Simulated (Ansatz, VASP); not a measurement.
# One calculation of CdH2, two programs

POSCAR

```
CdH2
1.0
    0.0000000000      2.5271675656      2.5271675656
    2.5271675656      0.0000000000      2.5271675656
    2.5271675656      2.5271675656      0.0000000000
Cd H
1 2
Direct
    0.0000000000      0.0000000000      0.0000000000
    0.2500000000      0.2500000000      0.2500000000
    0.7500000000      0.7500000000      0.7500000000
```

File INCAR.step1:

```
  PREC = Accurate
  ENCUT = 520
  EDIFF = 1E-5
  ISMEAR = -1
  SIGMA = 0.02
  LREAL = F
  LASPH = T
  NELM = 60
  ALGO = Normal
  ISIF = 2
  LWAVE = T
  LCHARG = F
  GGA = PE
  NBANDS = 14
```

File INCAR.step2:

```
  PREC = Accurate
  ENCUT = 520
  EDIFF = 1E-6
  ISMEAR = -1
  SIGMA = 0.02
  LREAL = F
  LASPH = T
  NELM = 60
  ALGO = Normal
  ISIF = 2
  LWAVE = F
  LCHARG = F
  GGA = PE
  LHFCALC = T
  AEXX = 0.35
  HFSCREEN = 0.3
  PRECFOCK = Normal
  ISTART = 1
  NBANDS = 14
```

Contents of KPOINTS:

```
Automatic mesh
0
Gamma
  4 4 4
```

Input for Ansatz:

```yaml
crystal:
  lattice:
    - [0.0, 2.5271675656, 2.5271675656]
    - [2.5271675656, 0.0, 2.5271675656]
    - [2.5271675656, 2.5271675656, 0.0]
  atoms:
    - { symbol: Cd, position: [0.0, 0.0, 0.0] }
    - { symbol: H, position: [0.25, 0.25, 0.25] }
    - { symbol: H, position: [0.75, 0.75, 0.75] }
kpoints:
  mp_grid: { grid: [4, 4, 4] }
hamiltonian:
  xc: { exchange: pbe, correlation: pbe, exx: { coeff: 0.35, omega: 0.3 } }
scf:
  occupations: { method: fermi_dirac, width: 0.02 }
  n_extra_bands: 4
output:
  forces: true
  stress: true
  eigenvalues: true
```

Alike in both runs: task single point; functional PBE-based screened hybrid; k mesh 4 × 4 × 4; occupations fermi-dirac, width 0.02 eV; no spin polarisation.

```csv
,VASP,Ansatz
version,VASP 6.6.1,Ansatz 0.2.0
potentials or method,"VASP PAW PBE potentials, release 64 (Cd, H)",plane waves
plane-wave cutoff (eV),520,420
valence electrons in the cell,14,22
```

|  | VASP | Ansatz | Ansatz less VASP |
| --- | --- | --- | --- |
| pressure (GPa) | 0.8 | 0.5 | -0.28 |

VASP's potentials were made for PBE, not for PBE-based screened hybrid. The functional is the same, so the differences come from potentials, cutoffs and numerics. VASP's potentials hold 14 valence electrons a cell and Ansatz's 22, so a difference there can come from the potentials and not from the codes. Ansatz's warnings: filled band counts differ across k points, stress exchange threshold loose, stress scf threshold loose.

The k mesh is coarse, so the values compare programs but aren't converged.
